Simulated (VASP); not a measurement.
# Cr (Im-3m) in VASP: further runs

The runs below take Cr through single point, with PBE.

Everything below comes from runs of VASP 6.6.1. Logs are shortened: lines on timing, memory, paths and dates and some standing lists are left out, and cuts for length are marked.

## (1) The cell of the first run

The structure is cubic, space group Im-3m (No. 229). The conventional cell has a = 2.969 Å, b = 2.969 Å, c = 2.969 Å, α = 90.00°, β = 90.00°, γ = 90.00°. Cr (site symmetry m-3m) has 14 Cr at 2.57 to 2.97 Å within 3.4 Å.

## (2) Single point, PBE

INCAR

```
SYSTEM = Cr
PREC = Accurate ; ENCUT = 520
EDIFF = 1E-6 ; ISMEAR = -1
SIGMA = 0.05 ; LREAL = .False.
LASPH = .True. ; NELM = 80
ALGO = Normal ; ISIF = 2
LWAVE = .False. ; LCHARG = .True.
GGA = PE ; LELF = .True.
LVHAR = .True. ; NBANDS = 32
```

KPOINTS

```
regular mesh
0
Gamma
  10 10 10
  0 0 0
```

POSCAR

```
Cr
1.0
    2.9688993551      2.9688993551      0.0000000000
    2.9688993551      0.0000000000      2.9688993551
    2.9688993551      0.0000000000     -2.9688993551
Cr
4
Direct
    0.0000000000      0.0000000000      0.0000000000
    0.0000000000      0.5000000000      0.5000000000
    0.5000000000      0.2500000000      0.7500000000
    0.5000000000      0.7500000000      0.2500000000
```

Potentials or basis: VASP PAW PBE potentials, release 64 (Cr_pv).

Command:

```
> cat potpaw_PBE.64/Cr_pv/POTCAR > POTCAR
> mpirun -np 1 vasp_std > vasp.out
```

OUTCAR:

```text
SYSTEM = Cr
   PREC = Accurate
   ENCUT = 520
   EDIFF = 1E-6
   ISMEAR = -1
   LREAL = .False.
   LASPH = .True.
   NELM = 80
   ISIF = 2
   GGA = PE

 ion  position               nearest neighbor table
   1  0.000  0.000  0.000-   3 2.57   4 2.57   4 2.57   3 2.57   4 2.57   3 2.57   3 2.57   4 2.57
                             2 2.97   2 2.97   2 2.97   2 2.97   2 2.97   2 2.97
   2  0.000  0.500  0.500-   3 2.57   4 2.57   3 2.57   4 2.57   3 2.57   4 2.57   3 2.57   4 2.57
                             1 2.97   1 2.97   1 2.97   1 2.97   1 2.97   1 2.97
   3  0.500  0.250  0.750-   1 2.57   2 2.57   1 2.57   2 2.57   1 2.57   2 2.57   1 2.57   2 2.57
                             4 2.97   4 2.97   4 2.97   4 2.97   4 2.97   4 2.97
   4  0.500  0.750  0.250-   1 2.57   2 2.57   2 2.57   1 2.57   2 2.57   1 2.57   1 2.57   2 2.57
                             3 2.97   3 2.97   3 2.97   3 2.97   3 2.97   3 2.97

  LATTYP: Found a face centered cubic cell.
 ALAT       =     5.9377987102

  Lattice vectors:

 A1 = (   2.9688993551,   2.9688993551,   0.0000000000)
 A2 = (   2.9688993551,   0.0000000000,  -2.9688993551)
 A3 = (   0.0000000000,   2.9688993551,  -2.9688993551)

Analysis of symmetry for initial positions (statically):
=====================================================================
 Subroutine PRICEL returns following result:

  LATTYP: Found a body centered cubic cell.
 ALAT       =     2.9688993551

  Lattice vectors:

 A1 = (   1.4844496775,  -1.4844496776,  -1.4844496775)
 A2 = (  -1.4844496775,   1.4844496776,  -1.4844496776)
 A3 = (   1.4844496776,   1.4844496776,   1.4844496775)

   4 primitive cells build up your supercell.

 Routine SETGRP: Setting up the symmetry group for a
 face centered cubic supercell.

 Subroutine GETGRP returns: Found 48 space group operations
 (whereof 48 operations were pure point group operations)
 out of a pool of 48 trial point group operations.

The static configuration has the point symmetry O_h .

Analysis of symmetry for dynamics (positions and initial velocities):
=====================================================================
 Subroutine PRICEL returns following result:

  LATTYP: Found a body centered cubic cell.
 ALAT       =     2.9688993551

  Lattice vectors:

 A1 = (   1.4844496775,  -1.4844496776,  -1.4844496775)
 A2 = (  -1.4844496775,   1.4844496776,  -1.4844496776)
 A3 = (   1.4844496776,   1.4844496776,   1.4844496775)

   4 primitive cells build up your supercell.

 Routine SETGRP: Setting up the symmetry group for a
 face centered cubic supercell.

 Subroutine GETGRP returns: Found 48 space group operations
 (whereof 48 operations were pure point group operations)
 out of a pool of 48 trial point group operations.

The dynamic configuration has the point symmetry O_h .

 Subroutine INISYM returns: Found 48 space group operations
 (whereof 48 operations are pure point group operations),
 and found     4 'primitive' translations

----------------------------------------------------------------------------------------

                                     Primitive cell

  volume of cell :      13.0845

  direct lattice vectors                    reciprocal lattice vectors
     1.484449678 -1.484449678 -1.484449678     0.336825160 -0.000000000 -0.336825160
    -1.484449678  1.484449678 -1.484449678     0.000000000  0.336825160 -0.336825160
     1.484449678  1.484449678  1.484449678     0.336825160  0.336825160  0.000000000

  length of vectors
     2.571142263  2.571142263  2.571142263     0.476342709  0.476342709  0.476342709

  position of ions in fractional coordinates (direct lattice)
     0.000000000  0.000000000  0.000000000

  ion indices of the primitive-cell ions
   primitive index   ion index
                 1           1

----------------------------------------------------------------------------------------

 KPOINTS: regular mesh

Automatic generation of k-mesh.
 Grid dimensions read from file:
 generate k-points for:   10   10   10

 Generating k-lattice:

  Cartesian coordinates                     Fractional coordinates (reciprocal lattice)
     0.000000000  0.033682516  0.000000000     0.100000000  0.000000000  0.000000000
     0.016841258 -0.016841258  0.016841258     0.000000000  0.100000000  0.000000000
     0.016841258 -0.016841258 -0.016841258     0.000000000  0.000000000  0.100000000

  Length of vectors
     0.033682516  0.029169915  0.029169915

  Shift w.r.t. Gamma in fractional coordinates (k-lattice)
     0.000000000  0.000000000  0.000000000

 Subroutine IBZKPT returns following result:
 ===========================================

 Found     47 irreducible k-points:

 Following reciprocal coordinates:
            Coordinates               Weight
  0.000000  0.000000  0.000000      1.000000
  0.100000  0.000000  0.000000      6.000000
  0.200000  0.000000  0.000000      6.000000
  0.300000  0.000000  0.000000      6.000000
  0.400000  0.000000  0.000000      6.000000
  0.500000  0.000000  0.000000      3.000000
[... 16 lines left out ...]
  0.000000  0.400000  0.000000      8.000000
  0.100000  0.400000  0.000000     24.000000
 [... further k-points ...]
   k-points           NKPTS =     47   k-points in BZ     NKDIM =     47   number of bands    NBANDS=     32
   number of dos      NEDOS =    301   number of ions     NIONS =      4
   total plane-waves  NPLWV =  32768
   dimension x,y,z NGX =    32 NGY =   32 NGZ =   32
   dimension x,y,z NGXF=    64 NGYF=   64 NGZF=   64
   ions per type =               4
   NGX,Y,Z   is equivalent  to a cutoff of  12.67, 12.67, 12.67 a.u.
   NGXF,Y,Z  is equivalent  to a cutoff of  25.34, 25.34, 25.34 a.u.
 SYSTEM =  Cr
   PREC   = accura    normal or accurate (medium, high low for compatibility)
   ISTART =      0    job   : 0-new  1-cont  2-samecut
   ICHARG =      2    charge: 1-file 2-atom 10-const
   ISPIN  =      1    spin polarized calculation?
   LNONCOLLINEAR =      F non collinear calculations
   LSORBIT =      F    spin-orbit coupling
   LASPH  =      T    aspherical Exc in radial PAW
   ENCUT  =  520.0 eV  38.22 Ry    6.18 a.u.   7.81  7.81  7.81*2*pi/ulx,y,z
   NELM   =     80;   NELMIN=  2; NELMDL= -5     # of ELM steps
   EDIFF  = 0.1E-05   stopping-criterion for ELM
   LREAL  =      F    real-space projection
   EDIFFG = 0.1E-04   stopping-criterion for IOM
   NSW    =      0    number of steps for IOM
   IBRION =     -1    ionic relax: 0-MD 1-quasi-New 2-CG
   NFREE  =      0    steps in history (QN), initial steepest desc. (CG)
   ISIF   =      2    stress and relaxation
   ISYM   =      2    0-nonsym 1-usesym 2-fastsym
   POTIM  = 0.5000    time-step for ionic-motion
   TEBEG  =    0.0;   TEEND  =   0.0 temperature during run
   PSTRESS=    0.0 pullay stress
   NELECT =      48.0000    total number of electrons
   NUPDOWN=      -1.0000    fix difference up-down
   EMIN   =  10.00;   EMAX   =-10.00  energy-range for DOS
   EFERMI =   0.00;   METHOD = LEGACY
   ISMEAR =    -1;   SIGMA  =   0.05  broadening in eV -4-tet -1-fermi 0-gaus
   EFERMI_NEDOS =   21; number of points for ismear=-14 and -15
   IALGO  =     38    algorithm
   IMIX   =      4    mixing-type and parameters
     AMIX     =   0.40;   BMIX     =  1.00
     AMIX_MAG =   1.60;   BMIX_MAG =  1.00
  volume/ion in A,a.u.               =      13.08        88.30
  Fermi-wavevector in a.u.,A,eV,Ry     =   1.590559  3.005721 34.421077  2.529878
  Thomas-Fermi vector in A             =   2.689235
   LORBIT       =      0    0 simple, 1 ext, 2 COOP (PROOUT), +10 PAW based schemes
   GGA     = PE    functional components
   LHFCALC =     F    Hartree Fock is set to
   AEXX    =    0.0000 exact exchange contribution
   IVDW    =     0    specifies the selected vdW correction
   LEPSILON=     F    determine dielectric tensor
   LRPA    =     F    only Hartree local field effects (RPA)
 non-spin polarized calculation
  energy-cutoff  :      520.00
  volume of cell :       52.34
 maximum number of plane-waves:      1423
   NGX = 15   NGY = 15   NGZ = 15

 number of electron      47.9999956 magnetization

 Free energy of the ion-electron system (eV)
  ---------------------------------------------------
  ext. energy  EPLUGINS =         0.00000000
  ---------------------------------------------------
  free energy    TOTEN  =       -37.53745080 eV

  energy without entropy =      -37.51184810  energy(sigma->0) =      -37.52464945

 E-fermi :   9.2963     XC(G=0): -12.9660

 val. band max:        9.2776677999   @ k =   0.3000   0.2000   0.0000
 cond. band min:       9.2991762761   @ k =   0.5000   0.2000   0.0000
 fundamental gap:      0.0215084762
 Fermi energy:         9.2963411158

 k-point     1 :       0.0000    0.0000    0.0000
  band No.  band energies     occupation
      1     -34.0207      2.00000
      2     -34.0207      2.00000
      3     -34.0207      2.00000
      4     -33.8929      2.00000
      5     -33.8929      2.00000
      6     -33.8929      2.00000
[... 24 lines left out ...]
     31      11.3276      0.00000
     32      11.3276      0.00000

 k-point     2 :       0.1000    0.0000    0.0000
  band No.  band energies     occupation
      1     -34.0203      2.00000
      2     -34.0096      2.00000
      3     -34.0096      2.00000
      4     -33.9878      2.00000
      5     -33.9878      2.00000
      6     -33.8832      2.00000
[... 24 lines left out ...]
     31      11.0964      0.00000
     32      11.0964      0.00000

 k-point     3 :       0.2000    0.0000    0.0000
  band No.  band energies     occupation
      1     -34.0743      2.00000
      2     -34.0743      2.00000
      3     -34.0164      2.00000
      4     -33.9775      2.00000
      5     -33.9775      2.00000
      6     -33.8575      2.00000
[... 24 lines left out ...]
     31      10.5616      0.00000
     32      10.5616      0.00000

 k-point     4 :       0.3000    0.0000    0.0000
  band No.  band energies     occupation
      1     -34.1435      2.00000
      2     -34.1435      2.00000
      3     -34.0021      2.00000
      4     -33.9280      2.00000
      5     -33.9280      2.00000
      6     -33.8257      2.00000
[... 654 lines left out ...]
     31      10.7357      0.00000
     32      10.9846      0.00000

 k-point    23 :       0.0000    0.4000    0.0000
  band No.  band energies     occupation
      1     -34.0556      2.00000
      2     -34.0352      2.00000
      3     -34.0352      2.00000
      4     -34.0240      2.00000
      5     -34.0240      2.00000
      6     -33.8975      2.00000
[... 24 lines left out ...]
     31      10.4723      0.00000
     32      10.7221      0.00000

 k-point    24 :       0.1000    0.4000    0.0000
  band No.  band energies     occupation
      1     -34.0790      2.00000
      2     -34.0717      2.00000
      3     -34.0667      2.00000
      4     -33.9814      2.00000
      5     -33.9460      2.00000
      6     -33.8367      2.00000
[... 24 lines left out ...]
     31      10.5037      0.00000
     32      10.5921      0.00000

 [... further k-points ...]
[... 5 lines left out ...]
  --------------------------------------------------------------------------------------
  -------------------------------------------------------------------------------------
  Total       -8.1522568     -8.1522568     -8.1522568      0.0000000     -0.0000000     -0.0000000
  in kB     -249.5582978   -249.5582978   -249.5582978      0.0000000     -0.0000000     -0.0000000
  external PRESSURE =    -249.5582978 kB  Pullay stress =       0.0000000 kB

 VOLUME and BASIS-vectors are now :
 -----------------------------------------------------------------------------
  energy-cutoff  :      520.00
  volume of cell :       52.34
      direct lattice vectors                 reciprocal lattice vectors
     2.968899355  2.968899355  0.000000000     0.000000000  0.336825160  0.000000000
     2.968899355  0.000000000  2.968899355     0.168412580 -0.168412580  0.168412580
     2.968899355  0.000000000 -2.968899355     0.168412580 -0.168412580 -0.168412580

 POSITION                                       TOTAL-FORCE (eV/Angst)
 -----------------------------------------------------------------------------------
      0.00000      0.00000      0.00000        -0.000000      0.000000     -0.000000
      2.96890      0.00000      0.00000         0.000000      0.000000      0.000000
      4.45335      1.48445     -1.48445         0.000000      0.000000      0.000000
      4.45335      1.48445      1.48445        -0.000000     -0.000000     -0.000000
 -----------------------------------------------------------------------------------
    total drift:                                0.000000      0.000000      0.000000

  FREE ENERGIE OF THE ION-ELECTRON SYSTEM (eV)
  ---------------------------------------------------
  free  energy   TOTEN  =       -37.5374507972 eV

  energy  without entropy=      -37.5118481040  energy(sigma->0) =      -37.52464945
```

Run time: 88 s. Hardware: 1 thread of Intel Xeon 8259CL, shared host; peak memory 0.2 GiB.

What came out:

```
Free energy            : -37.5375 eV
Pressure               : -25.0 GPa
Band gap on the k mesh : zero (bands 24 and 25 overlap by 0.31 eV)
```

Levels at points of the mesh, in eV from the Fermi level:
```csv
k point,band 22,band 23,band 24,band 25,band 26,band 27
"(0.00, 0.00, 0.00)",-0.78,-0.78,-0.78,0.97,0.97,1.28
"(0.50, 0.00, 0.00)",-0.36,-0.36,-0.36,0.56,0.56,0.86
"(0.00, 0.50, 0.00)",-1.72,-1.72,-1.72,0.97,0.97,0.97
```

Caveat: the cell stands under tension; the run has no spin polarisation, though such a crystal can be magnetic. Spin polarisation is off, so any magnetic state and its effect on volume and gap are missing.

(Continued in part 2 of 2.)

The gap in the log of VASP goes by the Fermi energy; the results here count the filled bands.